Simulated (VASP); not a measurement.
# TiAl (P-6m2) in VASP: notebook

The runs below take TiAl through single point, with PBEsol.

Everything below comes from runs of VASP 6.6.1. Logs are shortened: lines on timing, memory, paths and dates and some standing lists are left out, and cuts for length are marked.

## Step 1: The cell of the first run

Symmetry: P-6m2, No. 187, hexagonal system. Conventional cell: a = 2.933 Å, b = 2.933 Å, c = 4.250 Å, α = 90.00°, β = 90.00°, γ = 120.00°. Within 3.6 Å of Ti (site symmetry -6m2) lie 6 Al at 2.72 Å and 6 Ti at 2.93 Å. Within 3.6 Å of Al (site symmetry -6m2) lie 6 Ti at 2.72 Å and 6 Al at 2.93 Å.

## Step 2: Single point, PBEsol

Contents of INCAR:

```
ALGO     = Fast           # electronic algorithm
EDIFF    = 1E-7           # SCF threshold, eV
ENCUT    = 520            # plane-wave cutoff, eV
GGA      = PS             # functional
ISIF     = 2              # what is computed and relaxed
ISMEAR   = 0              # smearing method
LASPH    = T              # aspherical terms in the spheres
LCHARG   = F              # write CHGCAR
LREAL    = F              # projectors in reciprocal space
LWAVE    = F              # write WAVECAR
NBANDS   = 14             # bands
NELM     = 100            # most SCF steps
PREC     = Accurate       # precision mode
SIGMA    = 0.15           # smearing width, eV
```

Contents of KPOINTS:

```
k-points
0
Gamma
  18 18 10
```

Contents of POSCAR:

```
TiAl
1.0
    2.9330000000      0.0000000000      0.0000000000
   -1.4665000000      2.5400525093      0.0000000000
    0.0000000000      0.0000000000      4.2497000000
Ti Al
1 1
Direct
    0.0000000000      0.0000000000      0.0000000000
    0.3333333333      0.6666666667      0.5000000000
```

Potentials or basis: VASP PAW PBE potentials, release 64 (Ti_sv, Al).

Launch:

```console
$ cat potpaw_PBE.64/Ti_sv/POTCAR potpaw_PBE.64/Al/POTCAR > POTCAR
$ mpirun -np 1 vasp_std > vasp.out
```

OUTCAR:

```text
EDIFF = 1E-7
   ENCUT = 520
   GGA = PS
   ISIF = 2
   ISMEAR = 0
   LASPH = T
   LREAL = F
   NELM = 100
   PREC = Accurate

 ion  position               nearest neighbor table
   1  0.000  0.000  0.000-   2 2.72   2 2.72   2 2.72   2 2.72   2 2.72   2 2.72
   2  0.333  0.667  0.500-   1 2.72   1 2.72   1 2.72   1 2.72   1 2.72   1 2.72

  LATTYP: Found a hexagonal cell.
 ALAT       =     2.9330000000
 C/A-ratio  =     1.4489260143

  Lattice vectors:

 A1 = (   2.9330000000,   0.0000000000,   0.0000000000)
 A2 = (  -1.4665000000,   2.5400525093,   0.0000000000)
 A3 = (   0.0000000000,   0.0000000000,   4.2497000000)

Analysis of symmetry for initial positions (statically):
=====================================================================
 Subroutine PRICEL returns:
 Original cell was already a primitive cell.

 Routine SETGRP: Setting up the symmetry group for a
 hexagonal supercell.

 Subroutine GETGRP returns: Found 12 space group operations
 (whereof 12 operations were pure point group operations)
 out of a pool of 24 trial point group operations.

The static configuration has the point symmetry D_3h.

Analysis of symmetry for dynamics (positions and initial velocities):
=====================================================================
 Subroutine PRICEL returns:
 Original cell was already a primitive cell.

 Routine SETGRP: Setting up the symmetry group for a
 hexagonal supercell.

 Subroutine GETGRP returns: Found 12 space group operations
 (whereof 12 operations were pure point group operations)
 out of a pool of 24 trial point group operations.

The dynamic configuration has the point symmetry D_3h.

 Subroutine INISYM returns: Found 12 space group operations
 (whereof 12 operations are pure point group operations),
 and found     1 'primitive' translations

----------------------------------------------------------------------------------------

                                     Primitive cell

  volume of cell :      31.6602

  direct lattice vectors                    reciprocal lattice vectors
     2.933000000  0.000000000  0.000000000     0.340947835  0.196846324  0.000000000
    -1.466500000  2.540052509  0.000000000     0.000000000  0.393692649  0.000000000
     0.000000000  0.000000000  4.249700000     0.000000000  0.000000000  0.235310728

  length of vectors
     2.933000000  2.933000000  4.249700000     0.393692649  0.393692649  0.235310728

  position of ions in fractional coordinates (direct lattice)
     0.000000000  0.000000000  0.000000000
     0.333333333  0.666666667  0.500000000

  ion indices of the primitive-cell ions
   primitive index   ion index
                 1           1
                 2           2

----------------------------------------------------------------------------------------

 KPOINTS: k-points

Automatic generation of k-mesh.
 Grid dimensions read from file:
 generate k-points for:   18   18   10

 Generating k-lattice:

  Cartesian coordinates                     Fractional coordinates (reciprocal lattice)
     0.018941546  0.010935907  0.000000000     0.055555556 -0.000000000  0.000000000
     0.000000000  0.021871814  0.000000000     0.000000000  0.055555556  0.000000000
     0.000000000  0.000000000  0.023531073     0.000000000  0.000000000  0.100000000

  Length of vectors
     0.021871814  0.021871814  0.023531073

  Shift w.r.t. Gamma in fractional coordinates (k-lattice)
     0.000000000  0.000000000  0.000000000

 Subroutine IBZKPT returns following result:
 ===========================================

 Found    222 irreducible k-points:

 Following reciprocal coordinates:
            Coordinates               Weight
  0.000000  0.000000  0.000000      1.000000
  0.055556  0.000000  0.000000      6.000000
  0.111111  0.000000  0.000000      6.000000
  0.166667 -0.000000  0.000000      6.000000
  0.222222 -0.000000  0.000000      6.000000
  0.277778  0.000000  0.000000      6.000000
[... 16 lines left out ...]
  0.333333  0.111111  0.000000     12.000000
  0.388889  0.111111  0.000000     12.000000
 [... further k-points ...]
   k-points           NKPTS =    222   k-points in BZ     NKDIM =    222   number of bands    NBANDS=     14
   number of dos      NEDOS =    301   number of ions     NIONS =      2
   total plane-waves  NPLWV =  18432
   dimension x,y,z NGX =    24 NGY =   24 NGZ =   32
   dimension x,y,z NGXF=    48 NGYF=   48 NGZF=   64
   ions per type =               1   1
   NGX,Y,Z   is equivalent  to a cutoff of  13.60, 13.60, 12.52 a.u.
   NGXF,Y,Z  is equivalent  to a cutoff of  27.21, 27.21, 25.04 a.u.
 SYSTEM =  unknown system
   PREC   = accura    normal or accurate (medium, high low for compatibility)
   ISTART =      0    job   : 0-new  1-cont  2-samecut
   ICHARG =      2    charge: 1-file 2-atom 10-const
   ISPIN  =      1    spin polarized calculation?
   LNONCOLLINEAR =      F non collinear calculations
   LSORBIT =      F    spin-orbit coupling
   LASPH  =      T    aspherical Exc in radial PAW
   ENCUT  =  520.0 eV  38.22 Ry    6.18 a.u.   5.45  5.45  7.90*2*pi/ulx,y,z
   NELM   =    100;   NELMIN=  2; NELMDL= -5     # of ELM steps
   EDIFF  = 0.1E-06   stopping-criterion for ELM
   LREAL  =      F    real-space projection
   EDIFFG = 0.1E-05   stopping-criterion for IOM
   NSW    =      0    number of steps for IOM
   IBRION =     -1    ionic relax: 0-MD 1-quasi-New 2-CG
   NFREE  =      0    steps in history (QN), initial steepest desc. (CG)
   ISIF   =      2    stress and relaxation
   ISYM   =      2    0-nonsym 1-usesym 2-fastsym
   POTIM  = 0.5000    time-step for ionic-motion
   TEBEG  =    0.0;   TEEND  =   0.0 temperature during run
   PSTRESS=    0.0 pullay stress
   NELECT =      15.0000    total number of electrons
   NUPDOWN=      -1.0000    fix difference up-down
   EMIN   =  10.00;   EMAX   =-10.00  energy-range for DOS
   EFERMI =   0.00;   METHOD = LEGACY
   ISMEAR =     0;   SIGMA  =   0.15  broadening in eV -4-tet -1-fermi 0-gaus
   EFERMI_NEDOS =   21; number of points for ismear=-14 and -15
   IALGO  =     68    algorithm
   IMIX   =      4    mixing-type and parameters
     AMIX     =   0.40;   BMIX     =  1.00
     AMIX_MAG =   1.60;   BMIX_MAG =  1.00
  volume/ion in A,a.u.               =      15.83       106.83
  Fermi-wavevector in a.u.,A,eV,Ry     =   1.276246  2.411754 22.161206  1.628803
  Thomas-Fermi vector in A             =   2.408912
   LORBIT       =      0    0 simple, 1 ext, 2 COOP (PROOUT), +10 PAW based schemes
   GGA     = PS    functional components
   LHFCALC =     F    Hartree Fock is set to
   AEXX    =    0.0000 exact exchange contribution
   IVDW    =     0    specifies the selected vdW correction
   LEPSILON=     F    determine dielectric tensor
   LRPA    =     F    only Hartree local field effects (RPA)
 non-spin polarized calculation
 RMM-DIIS sequential band-by-band and
 Gauss-broadening in eV      SIGMA  =   0.15
  energy-cutoff  :      520.00
  volume of cell :       31.66
 maximum number of plane-waves:       892
 NGX is ok and might be reduce to    24
   NGX = 11   NGY = 11   NGZ = 15

 number of electron      14.9999997 magnetization

 Free energy of the ion-electron system (eV)
  ---------------------------------------------------
  ext. energy  EPLUGINS =         0.00000000
  ---------------------------------------------------
  free energy    TOTEN  =       -12.81657892 eV

  energy without entropy =      -12.78657814  energy(sigma->0) =      -12.80157853

 E-fermi :   8.2147     XC(G=0): -11.2505

 val. band max:        8.2143559439   @ k =   0.2222   0.1667   0.3000
 cond. band min:       8.2171248987   @ k =   0.3333   0.3333   0.3000
 fundamental gap:      0.0027689547
 Fermi energy:         8.2147152837

 k-point     1 :       0.0000    0.0000    0.0000
  band No.  band energies     occupation
      1     -48.0022      2.00000
      2     -24.4549      2.00000
      3     -24.0650      2.00000
      4     -24.0650      2.00000
      5      -0.7116      2.00000
      6       6.2688      2.00000
      7       7.4618      2.00000
      8       9.4249      0.00000
      9       9.4249      0.00000
     10      10.7642      0.00000
     11      10.7642      0.00000
     12      13.8335      0.00000
     13      20.2429      0.00000
     14      20.2429      0.00000

 k-point     2 :       0.0556    0.0000    0.0000
  band No.  band energies     occupation
      1     -48.0000      2.00000
      2     -24.4526      2.00000
      3     -24.0799      2.00000
      4     -24.0684      2.00000
      5      -0.6371      2.00000
      6       6.3386      2.00000
      7       7.4293      2.00000
      8       9.3468      0.00000
      9       9.4835      0.00000
     10      10.7424      0.00000
     11      10.8326      0.00000
     12      13.8380      0.00000
     13      19.1873      0.00000
     14      19.6099      0.00000

 k-point     3 :       0.1111    0.0000    0.0000
  band No.  band energies     occupation
      1     -47.9935      2.00000
      2     -24.4457      2.00000
      3     -24.1229      2.00000
      4     -24.0781      2.00000
      5      -0.4152      2.00000
      6       6.5377      2.00000
      7       7.3417      2.00000
      8       9.1306      0.00000
      9       9.6561      0.00000
     10      10.6803      0.00000
     11      11.0266      0.00000
     12      13.8436      0.00000
     13      17.5610      0.00000
     14      18.7429      0.00000

 k-point     4 :       0.1667   -0.0000    0.0000
  band No.  band energies     occupation
      1     -47.9836      2.00000
      2     -24.4352      2.00000
      3     -24.1882      2.00000
      4     -24.0930      2.00000
      5      -0.0501      2.00000
      6       6.8303      2.00000
      7       7.2221      2.00000
      8       8.8219      0.00000
      9       9.9328      0.00000
     10      10.5868      0.00000
     11      11.3193      0.00000
     12      13.8128      0.00000
     13      16.0124      0.00000
     14      17.9448      0.00000

 k-point     5 :       0.2222   -0.0000    0.0000
  band No.  band energies     occupation
      1     -47.9713      2.00000
      2     -24.4222      2.00000
      3     -24.2677      2.00000
      4     -24.1113      2.00000
      5       0.4515      2.00000
      6       7.0941      2.00000
      7       7.1373      2.00000
      8       8.4775      0.01321
      9      10.2960      0.00000
     10      10.4748      0.00000
     11      11.6794      0.00000
[... 276 lines left out ...]
 k-point    22 :       0.2778    0.1111    0.0000
  band No.  band energies     occupation
      1     -47.9427      2.00000
      2     -24.4271      2.00000
      3     -24.3920      2.00000
      4     -24.1773      2.00000
      5       2.0305      2.00000
      6       6.9341      2.00000
      7       7.2464      2.00000
      8       7.8460      1.99949
      9       9.9144      0.00000
     10      10.9742      0.00000
     11      12.6121      0.00000
     12      12.8767      0.00000
     13      14.1516      0.00000
     14      14.9768      0.00000

 k-point    23 :       0.3333    0.1111    0.0000
  band No.  band energies     occupation
      1     -47.9332      2.00000
      2     -24.4814      2.00000
      3     -24.3821      2.00000
      4     -24.1962      2.00000
      5       2.8695      2.00000
      6       6.7138      2.00000
      7       6.8986      2.00000
      8       7.6019      2.00000
      9       9.7569      0.00000
     10      11.1996      0.00000
     11      12.5398      0.00000
     12      13.3222      0.00000
     13      13.9605      0.00000
     14      15.0354      0.00000

 k-point    24 :       0.3889    0.1111    0.0000
  band No.  band energies     occupation
      1     -47.9271      2.00000
      2     -24.5167      2.00000
      3     -24.3756      2.00000
      4     -24.2086      2.00000
      5       3.7674      2.00000
      6       5.9129      2.00000
      7       6.8813      2.00000
      8       7.4198      2.00000
      9       9.6513      0.00000
     10      11.4553      0.00000
     11      12.5785      0.00000
     12      13.6627      0.00000
     13      13.7719      0.00000
     14      15.2628      0.00000

 [... further k-points ...]
[... 5 lines left out ...]
  --------------------------------------------------------------------------------------
  -------------------------------------------------------------------------------------
  Total        0.0491462      0.0491462      3.0854108      0.0000000      0.0000000      0.0000000
  in kB        2.4870674      2.4870674    156.1386938      0.0000000      0.0000000      0.0000000
  external PRESSURE =      53.7042762 kB  Pullay stress =       0.0000000 kB

 VOLUME and BASIS-vectors are now :
 -----------------------------------------------------------------------------
  energy-cutoff  :      520.00
  volume of cell :       31.66
      direct lattice vectors                 reciprocal lattice vectors
     2.933000000  0.000000000  0.000000000     0.340947835  0.196846324  0.000000000
    -1.466500000  2.540052509  0.000000000     0.000000000  0.393692649  0.000000000
     0.000000000  0.000000000  4.249700000     0.000000000  0.000000000  0.235310728

 POSITION                                       TOTAL-FORCE (eV/Angst)
 -----------------------------------------------------------------------------------
      0.00000      0.00000      0.00000        -0.000000     -0.000000      0.000000
     -0.00000      1.69337      2.12485         0.000000      0.000000      0.000000
 -----------------------------------------------------------------------------------
    total drift:                                0.000000     -0.000000      0.000000

  FREE ENERGIE OF THE ION-ELECTRON SYSTEM (eV)
  ---------------------------------------------------
  free  energy   TOTEN  =       -12.8165789163 eV

  energy  without entropy=      -12.7865781431  energy(sigma->0) =      -12.80157853
```

It took 3.6 min on 1 thread of Intel Xeon 8259CL, shared host; peak memory 0.23 GiB.

Results:

| Item | Value |
| --- | --- |
| Free energy | -12.8166 eV |
| Pressure | 5.4 GPa |
| Band gap on the k mesh | zero (an odd number of electrons rules out a gap without spin polarisation) |

Caveat: the cell stands under pressure; the PAW data sets were made with another functional, which shifts forces and pressure a little.

## Step 3: Single point, PBEsol

This run uses another cell than the first one, of 15.90 Å³/atom.

Contents of INCAR:

```
SYSTEM = TiAl
PREC = Accurate
ENCUT = 520
EDIFF = 1E-6
ISMEAR = 0
SIGMA = 0.15
LREAL = .False.
LASPH = .True.
NELM = 60
ALGO = Normal
ISIF = 2
LWAVE = .False.
LCHARG = .False.
GGA = PS
NBANDS = 14
```

Contents of KPOINTS:

```
Automatic mesh
0
Gamma
  18 18 10
  0 0 0
```

Contents of POSCAR:

```
TiAl
1.0
    2.8191000000      0.0000000000      0.0000000000
   -1.4095500000      2.4414122158      0.0000000000
    0.0000000000      0.0000000000      4.6191923846
Ti Al
1 1
Direct
    0.0000000000      0.0000000000      0.0000000000
    0.3333333333      0.6666666667      0.5000000000
```

Potentials or basis: VASP PAW PBE potentials, release 64 (Ti_sv, Al).

Launch:

```console
$ cat potpaw_PBE.64/Ti_sv/POTCAR potpaw_PBE.64/Al/POTCAR > POTCAR
$ mpirun -np 1 vasp_std > vasp.out
```

Run time: 1.8 min. Hardware: 1 thread of Intel Xeon 8259CL, shared host; peak memory 0.23 GiB.

The run converged. Its results:

- Free energy: -12.9419 eV
- Pressure: 2.3 GPa
- Band gap on the k mesh: zero (an odd number of electrons rules out a gap without spin polarisation)

Stress tensor (GPa, compression positive):
```
2.68 0.00 0.00
0.00 2.68 0.00
0.00 0.00 1.50
```

Levels at points of the mesh, in eV from the Fermi level:
| k point | band 3 | band 4 | band 5 | band 6 | band 7 | band 8 | band 9 | band 10 | band 11 | band 12 |
| --- | --- | --- | --- | --- | --- | --- | --- | --- | --- | --- |
| (0.00, 0.00, 0.00) | -32.14 | -32.14 | -9.16 | -2.38 | -1.88 | 1.34 | 1.34 | 2.93 | 2.93 | 4.07 |
| (0.50, 0.00, 0.00) | -32.51 | -32.29 | -3.81 | -2.81 | -1.65 | -1.07 | 2.21 | 4.21 | 4.24 | 4.29 |
| (0.00, 0.00, 0.50) | -32.14 | -32.14 | -8.23 | -5.39 | -0.50 | 1.35 | 1.35 | 2.85 | 2.85 | 6.87 |
| (0.50, 0.00, 0.50) | -32.51 | -32.29 | -3.77 | -2.45 | -1.92 | 0.63 | 0.97 | 2.01 | 3.07 | 4.21 |

Caveat: the PAW data sets were made with another functional, which shifts forces and pressure a little.
